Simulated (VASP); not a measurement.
# ZrZnN in VASP: notebook

ZrZnN is run at these levels: PBE; tasks: relaxation of cell and atoms, single point.

All numbers are computed with VASP 6.6.1; they aren't measurements. Logs are shortened: lines on timing, memory, paths and dates and some standing lists are left out, and cuts for length are marked.

## 1. The cell of the first run

Symmetry: P4/mmm, No. 123, tetragonal system. The conventional cell has a = 3.156 Å, b = 3.156 Å, c = 4.320 Å, α = 90.00°, β = 90.00°, γ = 90.00°. Within 2.9 Å of Zr (site symmetry 4/mmm) lie 2 N at 2.16 Å. Zn (site symmetry 4/mmm) has 4 N at 2.23 Å within 3.0 Å. N (site symmetry 4/mmm) has 2 Zr at 2.16 Å and 4 Zn at 2.23 Å within 2.9 Å.

## 2. Relaxation of cell and atoms, PBE

File INCAR:

```
SYSTEM = ZrZnN
ALGO = Normal
EDIFF = 1E-6
EDIFFG = -0.01
ENCUT = 600
GGA = PE
IBRION = 2
ISIF = 3
ISMEAR = 0
LASPH = .TRUE.
LCHARG = .FALSE.
LREAL = .FALSE.
LWAVE = .FALSE.
NELM = 60
NSW = 100
PREC = Accurate
SIGMA = 0.1
```

File KPOINTS:

```
k-points
0
G
  14 14 12
  0 0 0
```

File POSCAR:

```
ZrZnN
1.0
    3.1561797574      0.0000000000      0.0000000000
    0.0000000000      3.1561797574      0.0000000000
    0.0000000000      0.0000000000      4.3202963851
Zr Zn N
1 1 1
Direct
    0.5000000000      0.5000000000      0.0000000000
    0.0000000000      0.0000000000      0.5000000000
    0.5000000000      0.5000000000      0.5000000000
```

Potentials or basis: VASP PAW PBE potentials, release 64 (Zr_sv, Zn, N).

Started as:

```sh
$ cat potpaw_PBE.64/Zr_sv/POTCAR potpaw_PBE.64/Zn/POTCAR potpaw_PBE.64/N/POTCAR > POTCAR
$ mpirun -np 1 vasp_std > vasp.out
```

OUTCAR:

```text
SYSTEM = ZrZnN
   EDIFF = 1E-6
   EDIFFG = -0.01
   ENCUT = 600
   GGA = PE
   IBRION = 2
   ISIF = 3
   ISMEAR = 0
   LASPH = .TRUE.
   LREAL = .FALSE.
   NELM = 60
   NSW = 100
   PREC = Accurate

 ion  position               nearest neighbor table
   1  0.500  0.500  0.000-   3 2.16   3 2.16   2 3.11   2 3.11   2 3.11   2 3.11   2 3.11   2 3.11
                             2 3.11   2 3.11
   2  0.000  0.000  0.500-   3 2.23   3 2.23   3 2.23   3 2.23   1 3.11   1 3.11   1 3.11   1 3.11
                             1 3.11   1 3.11   1 3.11   1 3.11
   3  0.500  0.500  0.500-   1 2.16   1 2.16   2 2.23   2 2.23   2 2.23   2 2.23

  LATTYP: Found a simple tetragonal cell.
 ALAT       =     3.1561797574
 C/A-ratio  =     1.3688372391

  Lattice vectors:

 A1 = (   3.1561797574,   0.0000000000,   0.0000000000)
 A2 = (   0.0000000000,   3.1561797574,   0.0000000000)
 A3 = (   0.0000000000,   0.0000000000,   4.3202963851)

Analysis of symmetry for initial positions (statically):
=====================================================================
 Subroutine PRICEL returns:
 Original cell was already a primitive cell.

 Routine SETGRP: Setting up the symmetry group for a
 simple tetragonal supercell.

 Subroutine GETGRP returns: Found 16 space group operations
 (whereof 16 operations were pure point group operations)
 out of a pool of 16 trial point group operations.

The static configuration has the point symmetry D_4h.

Analysis of symmetry for dynamics (positions and initial velocities):
=====================================================================
 Subroutine PRICEL returns:
 Original cell was already a primitive cell.

 Routine SETGRP: Setting up the symmetry group for a
 simple tetragonal supercell.

 Subroutine GETGRP returns: Found 16 space group operations
 (whereof 16 operations were pure point group operations)
 out of a pool of 16 trial point group operations.

The dynamic configuration has the point symmetry D_4h.

 Subroutine INISYM returns: Found 16 space group operations
 (whereof 16 operations are pure point group operations),
 and found     1 'primitive' translations

----------------------------------------------------------------------------------------

                                     Primitive cell

  volume of cell :      43.0365

  direct lattice vectors                    reciprocal lattice vectors
     3.156179757  0.000000000  0.000000000     0.316838734  0.000000000  0.000000000
     0.000000000  3.156179757  0.000000000     0.000000000  0.316838734  0.000000000
     0.000000000  0.000000000  4.320296385     0.000000000  0.000000000  0.231465601

  length of vectors
     3.156179757  3.156179757  4.320296385     0.316838734  0.316838734  0.231465601

  position of ions in fractional coordinates (direct lattice)
     0.500000000  0.500000000  0.000000000
     0.000000000  0.000000000  0.500000000
     0.500000000  0.500000000  0.500000000

  ion indices of the primitive-cell ions
   primitive index   ion index
                 1           1
                 2           2
                 3           3

----------------------------------------------------------------------------------------

 KPOINTS: k-points

Automatic generation of k-mesh.
 Grid dimensions read from file:
 generate k-points for:   14   14   12

 Generating k-lattice:

  Cartesian coordinates                     Fractional coordinates (reciprocal lattice)
     0.022631338  0.000000000  0.000000000     0.071428571  0.000000000  0.000000000
     0.000000000  0.022631338  0.000000000     0.000000000  0.071428571  0.000000000
     0.000000000  0.000000000  0.019288800     0.000000000  0.000000000  0.083333333

  Length of vectors
     0.022631338  0.022631338  0.019288800

  Shift w.r.t. Gamma in fractional coordinates (k-lattice)
     0.000000000  0.000000000  0.000000000

 Subroutine IBZKPT returns following result:
 ===========================================

 Found    252 irreducible k-points:

 Following reciprocal coordinates:
            Coordinates               Weight
  0.000000  0.000000  0.000000      1.000000
  0.071429  0.000000  0.000000      4.000000
  0.142857  0.000000  0.000000      4.000000
  0.214286  0.000000  0.000000      4.000000
  0.285714  0.000000  0.000000      4.000000
  0.357143  0.000000  0.000000      4.000000
[... 16 lines left out ...]
  0.285714  0.214286  0.000000      8.000000
  0.357143  0.214286  0.000000      8.000000
 [... further k-points ...]
   k-points           NKPTS =    252   k-points in BZ     NKDIM =    252   number of bands    NBANDS=     18
   number of dos      NEDOS =    301   number of ions     NIONS =      3
   total plane-waves  NPLWV =  28224
   dimension x,y,z NGX =    28 NGY =   28 NGZ =   36
   dimension x,y,z NGXF=    56 NGYF=   56 NGZF=   72
   ions per type =               1   1   1
   NGX,Y,Z   is equivalent  to a cutoff of  14.75, 14.75, 13.85 a.u.
   NGXF,Y,Z  is equivalent  to a cutoff of  29.50, 29.50, 27.71 a.u.
 SYSTEM =  ZrZnN
   PREC   = accura    normal or accurate (medium, high low for compatibility)
   ISTART =      0    job   : 0-new  1-cont  2-samecut
   ICHARG =      2    charge: 1-file 2-atom 10-const
   ISPIN  =      1    spin polarized calculation?
   LNONCOLLINEAR =      F non collinear calculations
   LSORBIT =      F    spin-orbit coupling
   LASPH  =      T    aspherical Exc in radial PAW
   ENCUT  =  600.0 eV  44.10 Ry    6.64 a.u.   6.30  6.30  8.63*2*pi/ulx,y,z
   NELM   =     60;   NELMIN=  2; NELMDL= -5     # of ELM steps
   EDIFF  = 0.1E-05   stopping-criterion for ELM
   LREAL  =      F    real-space projection
   EDIFFG = -.1E-01   stopping-criterion for IOM
   NSW    =    100    number of steps for IOM
   IBRION =      2    ionic relax: 0-MD 1-quasi-New 2-CG
   NFREE  =      1    steps in history (QN), initial steepest desc. (CG)
   ISIF   =      3    stress and relaxation
   ISYM   =      2    0-nonsym 1-usesym 2-fastsym
   POTIM  = 0.5000    time-step for ionic-motion
   TEBEG  =    0.0;   TEEND  =   0.0 temperature during run
   PSTRESS=    0.0 pullay stress
   NELECT =      29.0000    total number of electrons
   NUPDOWN=      -1.0000    fix difference up-down
   EMIN   =  10.00;   EMAX   =-10.00  energy-range for DOS
   EFERMI =   0.00;   METHOD = LEGACY
   ISMEAR =     0;   SIGMA  =   0.10  broadening in eV -4-tet -1-fermi 0-gaus
   EFERMI_NEDOS =   21; number of points for ismear=-14 and -15
   IALGO  =     38    algorithm
   IMIX   =      4    mixing-type and parameters
     AMIX     =   0.40;   BMIX     =  1.00
     AMIX_MAG =   1.60;   BMIX_MAG =  1.00
  volume/ion in A,a.u.               =      14.35        96.81
  Fermi-wavevector in a.u.,A,eV,Ry     =   1.435253  2.712235 28.027341  2.059951
  Thomas-Fermi vector in A             =   2.554572
   LORBIT       =      0    0 simple, 1 ext, 2 COOP (PROOUT), +10 PAW based schemes
   GGA     = PE    functional components
   LHFCALC =     F    Hartree Fock is set to
   AEXX    =    0.0000 exact exchange contribution
   IVDW    =     0    specifies the selected vdW correction
   LEPSILON=     F    determine dielectric tensor
   LRPA    =     F    only Hartree local field effects (RPA)
 conjugate gradient relaxation of ions
 non-spin polarized calculation
 Gauss-broadening in eV      SIGMA  =   0.10
  energy-cutoff  :      600.00
  volume of cell :       43.04
 maximum number of plane-waves:      1465
 NGX is ok and might be reduce to    28
   NGX = 13   NGY = 13   NGZ = 17

--------------------------------------- Ionic step        1  -------------------------------------------

 number of electron      28.9999989 magnetization

 Free energy of the ion-electron system (eV)
  ---------------------------------------------------
  ext. energy  EPLUGINS =         0.00000000
  ---------------------------------------------------
  free energy    TOTEN  =       -18.76979951 eV

  energy without entropy =      -18.76169928  energy(sigma->0) =      -18.76574940

------------------------ aborting loop because EDIFF is reached ----------------------------------------

  FORCE on cell =-STRESS in cart. coord.  units (eV):
  Direction    XX          YY          ZZ          XY          YZ          ZX
  --------------------------------------------------------------------------------------
  -------------------------------------------------------------------------------------
  Total        0.1675519      0.1675519      0.0256518      0.0000000      0.0000000      0.0000000
  in kB        6.2376791      6.2376791      0.9549745      0.0000000      0.0000000      0.0000000
  external PRESSURE =       4.4767776 kB  Pullay stress =       0.0000000 kB

 VOLUME and BASIS-vectors are now :
 -----------------------------------------------------------------------------
  energy-cutoff  :      600.00
  volume of cell :       43.04
      direct lattice vectors                 reciprocal lattice vectors
     3.156179757  0.000000000  0.000000000     0.316838734  0.000000000  0.000000000
     0.000000000  3.156179757  0.000000000     0.000000000  0.316838734  0.000000000
     0.000000000  0.000000000  4.320296385     0.000000000  0.000000000  0.231465601
[... 112 lines left out ...]
 POSITION                                       TOTAL-FORCE (eV/Angst)
 -----------------------------------------------------------------------------------
      1.58277      1.58277      4.31499         0.000000      0.000000      0.000000
      3.16555      0.00000      2.15749        -0.000000      0.000000      0.000000
      1.58277      1.58277      2.15749         0.000000      0.000000      0.000000
 -----------------------------------------------------------------------------------
    total drift:                                0.000000      0.000000      0.000000

  FREE ENERGIE OF THE ION-ELECTRON SYSTEM (eV)
  ---------------------------------------------------
  free  energy   TOTEN  =       -18.7702070693 eV

  energy  without entropy=      -18.7621676603  energy(sigma->0) =      -18.76618736

--------------------------------------- Ionic step        5  -------------------------------------------

 number of electron      28.9999986 magnetization

 Free energy of the ion-electron system (eV)
  ---------------------------------------------------
  ext. energy  EPLUGINS =         0.00000000
  ---------------------------------------------------
  free energy    TOTEN  =       -18.77024647 eV

  energy without entropy =      -18.76219462  energy(sigma->0) =      -18.76622055

 E-fermi :   6.9426     XC(G=0): -11.6360

 val. band max:        6.9414137163   @ k =   0.3571   0.0000   0.4167
 cond. band min:       6.9479224885   @ k =   0.2857   0.0714   0.5000
 fundamental gap:      0.0065087723
 Fermi energy:         6.9425579195

 k-point     1 :       0.0000    0.0000    0.0000
  band No.  band energies     occupation
      1     -41.7790      2.00000
      2     -19.9246      2.00000
      3     -19.5711      2.00000
      4     -19.5711      2.00000
      5      -8.4695      2.00000
      6      -0.2914      2.00000
[... 10 lines left out ...]
     17       9.8706      0.00000
     18      10.4357      0.00000
[... 463 lines left out ...]
 k-point    24 :       0.3571    0.2143    0.0000
  band No.  band energies     occupation
      1     -41.7131      2.00000
      2     -20.0219      2.00000
      3     -19.8417      2.00000
      4     -19.7533      2.00000
      5      -7.6038      2.00000
      6      -0.5616      2.00000
[... 10 lines left out ...]
     17       8.7091      0.00000
     18       9.7096      0.00000

 [... further k-points ...]

------------------------ aborting loop because EDIFF is reached ----------------------------------------

  FORCE on cell =-STRESS in cart. coord.  units (eV):
  Direction    XX          YY          ZZ          XY          YZ          ZX
  --------------------------------------------------------------------------------------
  -------------------------------------------------------------------------------------
  Total        0.0052993      0.0052993      0.0042370      0.0000000      0.0000000      0.0000000
  in kB        0.1963344      0.1963344      0.1569746      0.0000000      0.0000000      0.0000000
  external PRESSURE =       0.1832145 kB  Pullay stress =       0.0000000 kB

 VOLUME and BASIS-vectors are now :
 -----------------------------------------------------------------------------
  energy-cutoff  :      600.00
  volume of cell :       43.24
      direct lattice vectors                 reciprocal lattice vectors
     3.164537214  0.000000000  0.000000000     0.316001972 -0.000000000  0.000000000
     0.000000000  3.164537214  0.000000000     0.000000000  0.316001972  0.000000000
    -0.000000000  0.000000000  4.318321027    -0.000000000 -0.000000000  0.231571482

 POSITION                                       TOTAL-FORCE (eV/Angst)
 -----------------------------------------------------------------------------------
      1.58227      1.58227      0.00000         0.000000      0.000000      0.000000
     -0.00000      0.00000      2.15916        -0.000000      0.000000      0.000000
      1.58227      1.58227      2.15916         0.000000      0.000000      0.000000
 -----------------------------------------------------------------------------------
    total drift:                                0.000000      0.000000      0.000000

  FREE ENERGIE OF THE ION-ELECTRON SYSTEM (eV)
  ---------------------------------------------------
  free  energy   TOTEN  =       -18.7702464716 eV

  energy  without entropy=      -18.7621946212  energy(sigma->0) =      -18.76622055

 reached required accuracy - stopping structural energy minimisation
```

It took 4.3 min on 1 thread of Intel Xeon 6975P-C (Granite Rapids), shared host; peak memory 0.4 GiB.

Results:

```
Free energy                            : -18.7702 eV
Relaxed volume                         : 14.41 Å³/atom
Relaxed cell                           : a = 3.165 Å, b = 3.165 Å, c = 4.318 Å, α = 90.00°, β = 90.00°, γ = 90.00°
Space group after relaxing (to 0.05 Å) : P4/mmm (No. 123)
Energy gained by relaxing              : 0.1 meV/atom
Ionic steps                            : 5
Pressure after relaxing                : 0.0 GPa
```

Step by step:
```csv
step,energy change (eV),largest force (eV/Å),pressure (GPa),volume (Å³)
1,0.0000,0.0000,0.45,43.04
2,-0.0004,0.0000,-0.21,43.29
3,-0.0004,0.0000,-0.12,43.25
4,-0.0004,0.0000,0.10,43.24
5,-0.0004,0.0000,0.02,43.24
```

Final structure:
```
CELL_PARAMETERS angstrom
3.16454 0.00000 0.00000
0.00000 3.16454 0.00000
0.00000 0.00000 4.31832
ATOMIC_POSITIONS crystal
Zr 0.50000 0.50000 0.00000
Zn 0.00000 0.00000 0.50000
N 0.50000 0.50000 0.50000
```

## 3. Single point, PBE

This run uses another cell than the first one, of 14.86 Å³/atom, 1.036 times its volume.

File INCAR:

```
ALGO = Normal ; EDIFF = 1E-7
ENCUT = 520 ; GGA = PE
ISIF = 2 ; ISMEAR = 0
LASPH = True ; LCHARG = True
LELF = True ; LREAL = False
LVHAR = True ; LWAVE = False
NBANDS = 22 ; NELM = 100
PREC = Accurate ; SIGMA = 0.1
```

File KPOINTS:

```
k-points
0
Gamma
  6 6 4
```

File POSCAR:

```
ZrZnN
1.0
    1.9666565400     -1.9874036700      0.0000000000
    1.9666565400      1.9874036700      0.0000000000
    0.0000000000      0.0000000000      5.7033836400
Zr Zn N
1 1 1
Direct
    0.5000000000      0.5000000000      0.0000000000
    0.0000000000      0.0000000000      0.5000000000
    0.5000000000      0.5000000000      0.5000000000
```

Potentials or basis: VASP PAW PBE potentials, release 64 (Zr_sv, Zn, N).

Started as:

```sh
$ cat potpaw_PBE.64/Zr_sv/POTCAR potpaw_PBE.64/Zn/POTCAR potpaw_PBE.64/N/POTCAR > POTCAR
$ mpirun -np 1 vasp_std > vasp.out
```

Run time: 29 s. Hardware: 1 thread of Intel Xeon Platinum 8375C at 2.90GHz (Ice Lake), shared host; peak memory 0.19 GiB.

Results (log left out):

```
Free energy : -16.0862 eV
Pressure    : 6.9 GPa
```

Stress tensor (GPa, compression positive):
```
 23.97   0.00   0.00
  0.00  23.58   0.00
  0.00   0.00 -26.97
```

Levels at points of the mesh, in eV from the Fermi level:
```
           k point  band 12  band 13  band 14  band 15  band 16  band 17
(0.00, 0.00, 0.00)    -3.41    -1.70    -1.43    -1.33     0.67     4.03
(0.50, 0.00, 0.00)    -2.16    -1.41    -1.09     1.49     2.29     2.77
(0.50, 0.50, 0.00)    -4.61    -3.09    -1.28     0.03     0.12     3.21
(0.00, 0.00, 0.50)    -2.76    -1.70    -1.47    -1.37     1.32     3.64
(0.50, 0.00, 0.50)    -2.20    -0.99    -0.50     0.65     1.46     2.93
(0.50, 0.50, 0.50)    -4.59    -3.11    -1.95     0.43     0.51     2.26
```

Caveat: the k points lie up to 0.37 Å⁻¹ apart.

## 4. Relaxation of cell and atoms, PBE

This run uses another cell than the first one, of 14.86 Å³/atom, 1.036 times its volume.

File INCAR:

```
SYSTEM = ZrZnN
PREC = Accurate
ENCUT = 600
EDIFF = 1E-7
ISMEAR = 0
SIGMA = 0.1
LREAL = .False.
LASPH = .True.
NELM = 80
ALGO = Normal
ISIF = 3
LWAVE = .False.
LCHARG = .False.
GGA = PE
IBRION = 2
NSW = 90
EDIFFG = -0.04
```

File KPOINTS:

```
regular mesh
0
Gamma
  6 6 4
  0 0 0
```

POSCAR is that of step 3.

Started as:

```sh
$ cat potpaw_PBE.64/Zr_sv/POTCAR potpaw_PBE.64/Zn/POTCAR potpaw_PBE.64/N/POTCAR > POTCAR
$ mpirun -np 1 vasp_std > vasp.out
```

It took 5 min on 1 thread of Intel Xeon Platinum 8375C at 2.90GHz (Ice Lake), shared host; peak memory 0.21 GiB.

Results (log left out):

```
Free energy                            : -18.7297 eV
Relaxed volume                         : 14.41 Å³/atom
Relaxed cell                           : a = 3.162 Å, b = 3.162 Å, c = 4.324 Å, α = 90.00°, β = 90.00°, γ = 90.50°
Space group after relaxing (to 0.05 Å) : Cmmm (No. 65)
Energy gained by relaxing              : 880.7 meV/atom
Ionic steps                            : 10
Pressure after relaxing                : -0.2 GPa
```

Stress tensor (GPa, compression positive):
```
-0.08  0.00  0.00
 0.00 -0.23  0.00
 0.00  0.00 -0.37
```

Step by step:
| step | energy change (eV) | largest force (eV/Å) | pressure (GPa) | volume (Å³) |
| --- | --- | --- | --- | --- |
| 1 | 0.0000 | 0.0000 | 6.79 | 44.58 |
| 2 | -1.6402 | 0.0000 | -14.33 | 47.95 |
| 3 | -2.3763 | 0.0000 | -12.47 | 49.56 |
| 4 | -2.3404 | 0.0000 | -14.24 | 49.40 |
| 5 | -0.4577 | 0.0000 | 44.77 | 39.71 |
| 6 | -2.5217 | 0.0000 | -7.77 | 47.28 |
| 7 | -2.5349 | 0.0000 | -5.80 | 46.78 |
| 8 | -2.5363 | 0.0000 | -4.85 | 46.55 |
| 9 | -2.6384 | 0.0000 | -1.22 | 43.80 |
| 10 | -2.6421 | 0.0000 | -0.23 | 43.24 |

Final structure:
```yaml
crystal:
  lattice:
    - [2.22638, -2.24585, 0.00000]
    - [2.22638, 2.24585, 0.00000]
    - [0.00000, 0.00000, 4.32351]
  atoms:
    - { symbol: Zr, position: [0.50000, 0.50000, 0.00000] }
    - { symbol: Zn, position: [0.00000, 0.00000, 0.50000] }
    - { symbol: N, position: [0.50000, 0.50000, 0.50000] }
```

Levels at points of the mesh, in eV from the Fermi level:
| k point | band 12 | band 13 | band 14 | band 15 | band 16 | band 17 | band 18 |
| --- | --- | --- | --- | --- | --- | --- | --- |
| (0.00, 0.00, 0.00) | -2.65 | -2.18 | -2.10 | -0.98 | 2.99 | 3.01 | 3.57 |
| (0.50, 0.00, 0.00) | -1.42 | -1.42 | -1.34 | -0.47 | 1.86 | 2.29 | 3.28 |
| (0.50, 0.50, 0.00) | -4.85 | -3.29 | -1.21 | 0.59 | 0.63 | 3.75 | 5.28 |
| (0.00, 0.00, 0.50) | -3.29 | -2.87 | -2.80 | -0.97 | -0.52 | 4.31 | 4.79 |
| (0.50, 0.00, 0.50) | -4.15 | -1.13 | -0.89 | -0.34 | 2.21 | 3.05 | 4.56 |
| (0.50, 0.50, 0.50) | -5.65 | -4.27 | -2.58 | -0.04 | 3.27 | 3.28 | 5.12 |

Caveat: the k points lie up to 0.36 Å⁻¹ apart in the final cell.

## 5. Summary

```tsv
task	cell	k mesh	cutoff (eV)	gap on the mesh (eV)	pressure (GPa)	relaxed volume (Å³/atom)
relaxation of cell and atoms	relaxed from a = 3.156, b = 3.156, c = 4.320 Å, 3 atoms	14 × 14 × 12	600	none	0.0	14.41
single point	a = 2.796, b = 2.796, c = 5.703 Å, angles 90.0, 90.0, 90.6°, 3 atoms	6 × 6 × 4	520	none	6.9	-
relaxation of cell and atoms	relaxed from a = 2.796, b = 2.796, c = 5.703 Å, angles 90.0, 90.0, 90.6°, 3 atoms	6 × 6 × 4	600	none	-0.2	14.41
```

Alike in all rows: level PBE; potentials or basis VASP PAW PBE potentials, release 64 (Zr_sv, Zn, N); no spin polarisation; smearing gaussian 0.1 eV.

Caveats: some runs use coarse meshes.

Absolute energies hang on the potentials; compare differences alone.
